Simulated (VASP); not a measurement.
# Al12O in VASP: a series of runs

Al12O is run at these levels: PBE, RPBE; tasks: single point.

All numbers are computed with VASP 6.6.1; they aren't measurements. Logs are shortened: lines on timing, memory, paths and dates and some standing lists are left out, and cuts for length are marked.

**1. The cell of the first run**

The cell holds a slab with vacuum, 13 atoms: a = 5.714 Å, b = 5.714 Å, c = 19.675 Å, α = 90.00°, β = 90.00°, γ = 90.00°.

**2. Single point, PBE**

Contents of INCAR:

```
ALGO     = Normal         # electronic algorithm
DIPOL    = 0.5 0.5 0.321
EDIFF    = 1E-6           # SCF threshold, eV
ENCUT    = 520            # plane-wave cutoff, eV
GGA      = PE             # functional
IDIPOL   = 3            
ISIF     = 2              # what is computed and relaxed
ISMEAR   = 0              # smearing method
LASPH    = True           # aspherical terms in the spheres
LCHARG   = False          # write CHGCAR
LDIPOL   = True         
LREAL    = False          # projectors in reciprocal space
LWAVE    = False          # write WAVECAR
NBANDS   = 33             # bands
NELM     = 60             # most SCF steps
PREC     = Accurate       # precision mode
SIGMA    = 0.1            # smearing width, eV
```

Contents of KPOINTS:

```
k-points
0
Gamma
  5 5 1
```

Contents of POSCAR:

```
Al12O
1.0
    5.7135165838      0.0000000000      0.0000000000
    0.0000000000      5.7135165838      0.0000000000
    0.0000000000      0.0000000000     19.6746954361
Al O
12 1
Direct
    0.2500000000      0.2500000000      0.2033068320
    0.2500000000      0.7500000000      0.2033068320
    0.7500000000      0.2500000000      0.2033068320
    0.7500000000      0.7500000000      0.2033068320
    0.0000000000      0.0000000000      0.3092728611
    0.0000000000      0.5000000000      0.3092728611
    0.5000000000      0.0000000000      0.3092728611
    0.5000000000      0.5000000000      0.3092728611
    0.2500000000      0.2500000000      0.4154928580
    0.2500000000      0.7500000000      0.4154928580
    0.7500000000      0.2500000000      0.4154928580
    0.7500000000      0.7500000000      0.4154928580
    0.3333333333      0.5000000000      0.4638666335
```

Potentials or basis: VASP PAW PBE potentials, release 64 (Al, O).

Launch:

```sh
> cat potpaw_PBE.64/Al/POTCAR potpaw_PBE.64/O/POTCAR > POTCAR
> mpirun -np 1 vasp_std > vasp.out
```

OUTCAR:

```text
EDIFF = 1E-6
   ENCUT = 520
   GGA = PE
   ISIF = 2
   ISMEAR = 0
   LASPH = True
   LREAL = False
   NELM = 60
   PREC = Accurate

 ion  position               nearest neighbor table
   1  0.250  0.250  0.203-   2 2.86   3 2.86   2 2.86   3 2.86   7 2.90   8 2.90   5 2.90   6 2.90

   2  0.250  0.750  0.203-   1 2.86   4 2.86   1 2.86   4 2.86   7 2.90   8 2.90   5 2.90   6 2.90

   3  0.750  0.250  0.203-   1 2.86   4 2.86   4 2.86   1 2.86   7 2.90   8 2.90   5 2.90   6 2.90

   4  0.750  0.750  0.203-   2 2.86   3 2.86   3 2.86   2 2.86   7 2.90   8 2.90   5 2.90   6 2.90

   5  0.000  0.000  0.309-   6 2.86   7 2.86   6 2.86   7 2.86   1 2.90   2 2.90   3 2.90   4 2.90
                            11 2.91  12 2.91   9 2.91  10 2.91
   6  0.000  0.500  0.309-   5 2.86   8 2.86   5 2.86   8 2.86   1 2.90   2 2.90   3 2.90   4 2.90
                            11 2.91  12 2.91   9 2.91  10 2.91
   7  0.500  0.000  0.309-   5 2.86   8 2.86   8 2.86   5 2.86   1 2.90   2 2.90   3 2.90   4 2.90
                            11 2.91  12 2.91   9 2.91  10 2.91
   8  0.500  0.500  0.309-   6 2.86   7 2.86   7 2.86   6 2.86   1 2.90   2 2.90   3 2.90   4 2.90
                            11 2.91  12 2.91   9 2.91  10 2.91
   9  0.250  0.250  0.415-  13 1.78  11 2.86  10 2.86  10 2.86  11 2.86   6 2.91   7 2.91   8 2.91
                             5 2.91
  10  0.250  0.750  0.415-  13 1.78  12 2.86   9 2.86   9 2.86  12 2.86   6 2.91   7 2.91   8 2.91
                             5 2.91
  11  0.750  0.250  0.415-   9 2.86  12 2.86  12 2.86   9 2.86   5 2.91   6 2.91   7 2.91   8 2.91

  12  0.750  0.750  0.415-  10 2.86  11 2.86  11 2.86  10 2.86   5 2.91   6 2.91   7 2.91   8 2.91

  13  0.333  0.500  0.464-   9 1.78  10 1.78

  LATTYP: Found a simple tetragonal cell.
 ALAT       =     5.7135165838
 C/A-ratio  =     3.4435351937

  Lattice vectors:

 A1 = (   5.7135165838,   0.0000000000,   0.0000000000)
 A2 = (   0.0000000000,   5.7135165838,   0.0000000000)
 A3 = (   0.0000000000,   0.0000000000,  19.6746954361)

Analysis of symmetry for initial positions (statically):
=====================================================================
 Subroutine PRICEL returns:
 Original cell was already a primitive cell.

 Routine SETGRP: Setting up the symmetry group for a
 simple tetragonal supercell.

 Subroutine GETGRP returns: Found  2 space group operations
 (whereof  2 operations were pure point group operations)
 out of a pool of 16 trial point group operations.

The static configuration has the point symmetry C_1h.

Analysis of symmetry for dynamics (positions and initial velocities):
=====================================================================
 Subroutine PRICEL returns:
 Original cell was already a primitive cell.

 Routine SETGRP: Setting up the symmetry group for a
 simple tetragonal supercell.

 Subroutine GETGRP returns: Found  2 space group operations
 (whereof  2 operations were pure point group operations)
 out of a pool of 16 trial point group operations.

The dynamic configuration has the point symmetry C_1h.

 Subroutine INISYM returns: Found  2 space group operations
 (whereof  2 operations are pure point group operations),
 and found     1 'primitive' translations

----------------------------------------------------------------------------------------

                                     Primitive cell

  volume of cell :     642.2661

  direct lattice vectors                    reciprocal lattice vectors
     5.713516584  0.000000000  0.000000000     0.175023558  0.000000000  0.000000000
     0.000000000  5.713516584  0.000000000     0.000000000  0.175023558  0.000000000
     0.000000000  0.000000000 19.674695436     0.000000000  0.000000000  0.050826708

  length of vectors
     5.713516584  5.713516584 19.674695436     0.175023558  0.175023558  0.050826708

  position of ions in fractional coordinates (direct lattice)
     0.250000000  0.250000000  0.203306832
     0.250000000  0.750000000  0.203306832
     0.750000000  0.250000000  0.203306832
     0.750000000  0.750000000  0.203306832
     0.000000000  0.000000000  0.309272861
     0.000000000  0.500000000  0.309272861
     0.500000000  0.000000000  0.309272861
     0.500000000  0.500000000  0.309272861
     0.250000000  0.250000000  0.415492858
     0.250000000  0.750000000  0.415492858
     0.750000000  0.250000000  0.415492858
     0.750000000  0.750000000  0.415492858
     0.333333333  0.500000000  0.463866633

  ion indices of the primitive-cell ions
   primitive index   ion index
                 1           1
                 2           2
                 3           3
                 4           4
                 5           5
                 6           6
                 7           7
                 8           8
                 9           9
                10          10
                11          11
                12          12
                13          13

----------------------------------------------------------------------------------------

 KPOINTS: k-points

Automatic generation of k-mesh.
 Grid dimensions read from file:
 generate k-points for:    5    5    1

 Generating k-lattice:

  Cartesian coordinates                     Fractional coordinates (reciprocal lattice)
     0.035004712  0.000000000  0.000000000     0.200000000  0.000000000  0.000000000
     0.000000000  0.035004712  0.000000000     0.000000000  0.200000000  0.000000000
     0.000000000  0.000000000  0.050826708     0.000000000  0.000000000  1.000000000

  Length of vectors
     0.035004712  0.035004712  0.050826708

  Shift w.r.t. Gamma in fractional coordinates (k-lattice)
     0.000000000  0.000000000  0.000000000

 Subroutine IBZKPT returns following result:
 ===========================================

 Found      9 irreducible k-points:

 Following reciprocal coordinates:
            Coordinates               Weight
  0.000000  0.000000  0.000000      1.000000
  0.200000  0.000000  0.000000      2.000000
  0.000000  0.200000  0.000000      2.000000
  0.400000  0.000000  0.000000      2.000000
  0.000000  0.400000  0.000000      2.000000
  0.200000  0.200000  0.000000      4.000000
  0.400000  0.200000  0.000000      4.000000
 -0.200000  0.400000  0.000000      4.000000
  0.400000  0.400000  0.000000      4.000000
   k-points           NKPTS =      9   k-points in BZ     NKDIM =      9   number of bands    NBANDS=     33
   number of dos      NEDOS =    301   number of ions     NIONS =     13
   total plane-waves  NPLWV = 264600
   dimension x,y,z NGX =    42 NGY =   42 NGZ =  150
   dimension x,y,z NGXF=    84 NGYF=   84 NGZF=  300
   ions per type =              12   1
   NGX,Y,Z   is equivalent  to a cutoff of  12.22, 12.22, 12.67 a.u.
   NGXF,Y,Z  is equivalent  to a cutoff of  24.44, 24.44, 25.35 a.u.
 SYSTEM =  unknown system
   PREC   = accura    normal or accurate (medium, high low for compatibility)
   ISTART =      0    job   : 0-new  1-cont  2-samecut
   ICHARG =      2    charge: 1-file 2-atom 10-const
   ISPIN  =      1    spin polarized calculation?
   LNONCOLLINEAR =      F non collinear calculations
   LSORBIT =      F    spin-orbit coupling
   LASPH  =      T    aspherical Exc in radial PAW
   ENCUT  =  520.0 eV  38.22 Ry    6.18 a.u.  10.62 10.62 36.58*2*pi/ulx,y,z
   NELM   =     60;   NELMIN=  2; NELMDL= -5     # of ELM steps
   EDIFF  = 0.1E-05   stopping-criterion for ELM
   LREAL  =      F    real-space projection
   EDIFFG = 0.1E-04   stopping-criterion for IOM
   NSW    =      0    number of steps for IOM
   IBRION =     -1    ionic relax: 0-MD 1-quasi-New 2-CG
   NFREE  =      0    steps in history (QN), initial steepest desc. (CG)
   ISIF   =      2    stress and relaxation
   ISYM   =      2    0-nonsym 1-usesym 2-fastsym
   POTIM  = 0.5000    time-step for ionic-motion
   TEBEG  =    0.0;   TEEND  =   0.0 temperature during run
   PSTRESS=    0.0 pullay stress
   NELECT =      42.0000    total number of electrons
   NUPDOWN=      -1.0000    fix difference up-down
   EMIN   =  10.00;   EMAX   =-10.00  energy-range for DOS
   EFERMI =   0.00;   METHOD = LEGACY
   ISMEAR =     0;   SIGMA  =   0.10  broadening in eV -4-tet -1-fermi 0-gaus
   EFERMI_NEDOS =   21; number of points for ismear=-14 and -15
   IALGO  =     38    algorithm
   IMIX   =      4    mixing-type and parameters
     AMIX     =   0.40;   BMIX     =  1.00
     AMIX_MAG =   1.60;   BMIX_MAG =  1.00
  volume/ion in A,a.u.               =      49.41       333.40
  Fermi-wavevector in a.u.,A,eV,Ry     =   0.659558  1.246384  5.918760  0.435017
  Thomas-Fermi vector in A             =   1.731731
   LORBIT       =      0    0 simple, 1 ext, 2 COOP (PROOUT), +10 PAW based schemes
   GGA     = PE    functional components
   LHFCALC =     F    Hartree Fock is set to
   AEXX    =    0.0000 exact exchange contribution
   IVDW    =     0    specifies the selected vdW correction
   LEPSILON=     F    determine dielectric tensor
   LRPA    =     F    only Hartree local field effects (RPA)
 non-spin polarized calculation
 Gauss-broadening in eV      SIGMA  =   0.10
  energy-cutoff  :      520.00
  volume of cell :      642.27
 maximum number of plane-waves:     17320
   NGX = 21   NGY = 21   NGZ = 73

 dipolmoment           0.000000      0.000000     -0.111769 electrons x Angstroem

 number of electron      41.9999996 magnetization

 dipolmoment           0.000000      0.000000      0.074909 electrons x Angstroem

 Free energy of the ion-electron system (eV)
  ---------------------------------------------------
  ext. energy  EPLUGINS =         0.00000000
  ---------------------------------------------------
  free energy    TOTEN  =       -49.43020570 eV

  energy without entropy =      -49.39089327  energy(sigma->0) =      -49.41054948

 E-fermi :  -0.5931     XC(G=0):  -4.2497

 val. band max:       -0.6062743958   @ k =   0.0000   0.0000   0.0000
 cond. band min:      -0.5894242049   @ k =   0.0000   0.4000   0.0000
 fundamental gap:      0.0168501909
 Fermi energy:        -0.5930905197

 k-point     1 :       0.0000    0.0000    0.0000
  band No.  band energies     occupation
      1     -19.2424      2.00000
      2     -10.6344      2.00000
      3      -8.4290      2.00000
      4      -6.8420      2.00000
      5      -6.4054      2.00000
      6      -6.2744      2.00000
[... 25 lines left out ...]
     32       2.4759      0.00000
     33       2.4929      0.00000

 k-point     2 :       0.2000    0.0000    0.0000
  band No.  band energies     occupation
      1     -19.2417      2.00000
      2     -10.4587      2.00000
      3      -8.2830      2.00000
      4      -7.8316      2.00000
      5      -6.7522      2.00000
      6      -6.0782      2.00000
[... 25 lines left out ...]
     32       2.4852      0.00000
     33       2.7228      0.00000
[... 214 lines left out ...]
     32       3.0277      0.00000
     33       3.1464      0.00000

 k-point     9 :       0.4000    0.4000    0.0000
  band No.  band energies     occupation
      1     -19.2377      2.00000
      2      -9.2437      2.00000
      3      -8.4442      2.00000
      4      -8.3184      2.00000
      5      -7.5759      2.00000
      6      -7.2036      2.00000
[... 25 lines left out ...]
     32       2.6260      0.00000
     33       2.8423      0.00000

------------------------ aborting loop because EDIFF is reached ----------------------------------------

 vacuum level on the upper side and lower side of the slab       (xc-potential included)         0.177        -0.225

  FORCE on cell =-STRESS in cart. coord.  units (eV):
  Direction    XX          YY          ZZ          XY          YZ          ZX
  --------------------------------------------------------------------------------------
  -------------------------------------------------------------------------------------
  Total       -5.1778183     -9.0587334     -0.0202577      0.0000000      0.0000000     -0.7283421
  in kB      -12.9164269    -22.5976386     -0.0505343      0.0000000      0.0000000     -1.8168998
  external PRESSURE =     -11.8548666 kB  Pullay stress =       0.0000000 kB

 VOLUME and BASIS-vectors are now :
 -----------------------------------------------------------------------------
  energy-cutoff  :      520.00
  volume of cell :      642.27
      direct lattice vectors                 reciprocal lattice vectors
     5.713516584  0.000000000  0.000000000     0.175023558  0.000000000  0.000000000
     0.000000000  5.713516584  0.000000000     0.000000000  0.175023558  0.000000000
     0.000000000  0.000000000 19.674695436     0.000000000  0.000000000  0.050826708

 POSITION                                       TOTAL-FORCE (eV/Angst)
 -----------------------------------------------------------------------------------
      1.42838      1.42838      4.00000         0.004734     -0.017653      0.047765
      1.42838      4.28514      4.00000         0.004734      0.017653      0.047765
      4.28514      1.42838      4.00000        -0.000868      0.024022      0.054351
      4.28514      4.28514      4.00000        -0.000868     -0.024022      0.054351
      0.00000      0.00000      6.08485        -0.112998      0.000000     -0.114487
      0.00000      2.85676      6.08485         0.010817      0.000000     -0.128342
      2.85676      0.00000      6.08485         0.128544      0.000000      0.085283
      2.85676      2.85676      6.08485         0.134244      0.000000     -0.246439
      1.42838      1.42838      8.17470        -0.115242     -0.090097      0.273981
      1.42838      4.28514      8.17470        -0.115242      0.090097      0.273981
      4.28514      1.42838      8.17470         0.220161     -0.183894     -0.184983
      4.28514      4.28514      8.17470         0.220161      0.183894     -0.184983
      1.90451      2.85676      9.12643        -0.378177      0.000000      0.021758
 -----------------------------------------------------------------------------------
    total drift:                               -0.000148     -0.000000     -0.000140

  FREE ENERGIE OF THE ION-ELECTRON SYSTEM (eV)
  ---------------------------------------------------
  free  energy   TOTEN  =       -49.4302056961 eV

  energy  without entropy=      -49.3908932730  energy(sigma->0) =      -49.41054948

 vacuum level on the upper side and lower side of the slab         4.239         3.817
```

Wall time 4.2 min (1 thread of Intel Xeon Platinum 8559C (Emerald Rapids), shared host); peak memory 0.6 GiB.

What came out:

- Free energy: -49.4302 eV
- Largest force: 0.379 eV/Å
- Band gap on the k mesh: zero (band 21 reaches -0.03 eV, above the bottom of band 22 at -0.89 eV)

Forces in eV/Å, atoms in the order of the input:
```
Al   0.005 -0.018  0.048
Al   0.005  0.018  0.048
Al  -0.001  0.024  0.054
Al  -0.001 -0.024  0.054
Al  -0.113  0.000 -0.114
Al   0.011  0.000 -0.128
Al   0.129  0.000  0.085
Al   0.134  0.000 -0.246
Al  -0.115 -0.090  0.274
Al  -0.115  0.090  0.274
Al   0.220 -0.184 -0.185
Al   0.220  0.184 -0.185
O   -0.378  0.000  0.022
```

**3. Single point, RPBE**

Contents of INCAR:

```
PREC = Accurate
ENCUT = 520
EDIFF = 1E-7
ISMEAR = 0
SIGMA = 0.1
LREAL = False
LASPH = True
NELM = 100
ALGO = Normal
ISIF = 2
LWAVE = False
LCHARG = False
LDIPOL = True
IDIPOL = 3
DIPOL = 0.5 0.5 0.321
GGA = RP
NBANDS = 33
```

Contents of KPOINTS:

```
regular mesh
0
Gamma
  5 5 1
```

POSCAR is that of step 2.

Potentials or basis: VASP PAW PBE potentials, release 64 (Al, O).

Launch:

```sh
> cat potpaw_PBE.64/Al/POTCAR potpaw_PBE.64/O/POTCAR > POTCAR
> mpirun -np 1 vasp_std > vasp.out
```

Wall time 4.5 min (1 thread of Intel Xeon Platinum 8559C (Emerald Rapids), shared host); peak memory 0.61 GiB.

The run converged. Its results:

| Item | Value |
| --- | --- |
| Free energy | -46.5460 eV |
| Largest force | 0.411 eV/Å |
| Band gap on the k mesh | zero (band 21 reaches 0.05 eV, above the bottom of band 22 at -0.81 eV) |

Forces on the atoms (eV/Å):
```
Al   0.008 -0.015 -0.017
Al   0.008  0.015 -0.017
Al  -0.004  0.024 -0.014
Al  -0.004 -0.024 -0.014
Al  -0.113  0.000 -0.109
Al   0.010  0.000 -0.132
Al   0.131  0.000  0.088
Al   0.135  0.000 -0.257
Al  -0.156 -0.185  0.254
Al  -0.156  0.185  0.254
Al   0.237 -0.202 -0.138
Al   0.237  0.202 -0.138
O   -0.332  0.000  0.241
```

Levels at points of the mesh, in eV from the Fermi level:
| k point | band 17 | band 18 | band 19 | band 20 | band 21 | band 22 | band 23 | band 24 | band 25 | band 26 |
| --- | --- | --- | --- | --- | --- | --- | --- | --- | --- | --- |
| (0.00, 0.00, 0.00) | -1.68 | -1.53 | -0.74 | -0.53 | -0.30 | -0.30 | -0.02 | 0.11 | 0.52 | 1.22 |

Caveat: the PAW data sets were made with another functional, which shifts forces and pressure a little.

**4. Single point, PBE**

Contents of INCAR:

```
ALGO = Normal
DIPOL = 0.5 0.5 0.323
EDIFF = 1E-7
ENCUT = 520
GGA = PE
IDIPOL = 3
ISIF = 2
ISMEAR = 0
LASPH = T
LCHARG = T
LDIPOL = T
LELF = T
LREAL = F
LVACPOTAV = T
LVHAR = T
LWAVE = F
NBANDS = 33
NELM = 100
PREC = Accurate
SIGMA = 0.1
```

Contents of KPOINTS:

```
k-points
0
Gamma
  5 5 1
```

Changes to POSCAR since step 3:

```diff
@@ -20,2 +20,2 @@
     0.7500000000      0.7500000000      0.4154928580
-    0.3333333333      0.5000000000      0.4638666335
+    0.2500000000      0.4166666667      0.4843735926
```

Launch:

```sh
> cat potpaw_PBE.64/Al/POTCAR potpaw_PBE.64/O/POTCAR > POTCAR
> mpirun -np 1 vasp_std > vasp.out
```

It took 4.2 min on 1 thread of Intel Xeon 6975P-C (Granite Rapids), shared host; peak memory 0.61 GiB.

It converged, with:

```
Free energy            : -48.4742 eV
Largest force          : 2.305 eV/Å
Band gap on the k mesh : zero (band 21 reaches -0.21 eV, above the bottom of band 22 at -0.97 eV)
```

Forces in eV/Å, atoms in the order of the input:
```
Al   0.000  0.029  0.101
Al   0.000  0.010  0.072
Al   0.000  0.049  0.100
Al   0.000 -0.067  0.028
Al  -0.104  0.052 -0.011
Al   0.040  0.007 -0.029
Al   0.104  0.052 -0.011
Al  -0.040  0.007 -0.029
Al   0.000 -1.236 -1.160
Al   0.000 -1.325  1.067
Al   0.000 -0.042 -0.128
Al   0.000  0.161 -0.072
O    0.000  2.304  0.069
```

Levels at points of the mesh, in eV from the Fermi level:
| k point | band 18 | band 19 | band 20 | band 21 | band 22 | band 23 | band 24 | band 25 |
| --- | --- | --- | --- | --- | --- | --- | --- | --- |
| (0.00, 0.00, 0.00) | -1.49 | -0.71 | -0.58 | -0.34 | -0.11 | 0.02 | 0.02 | 0.58 |
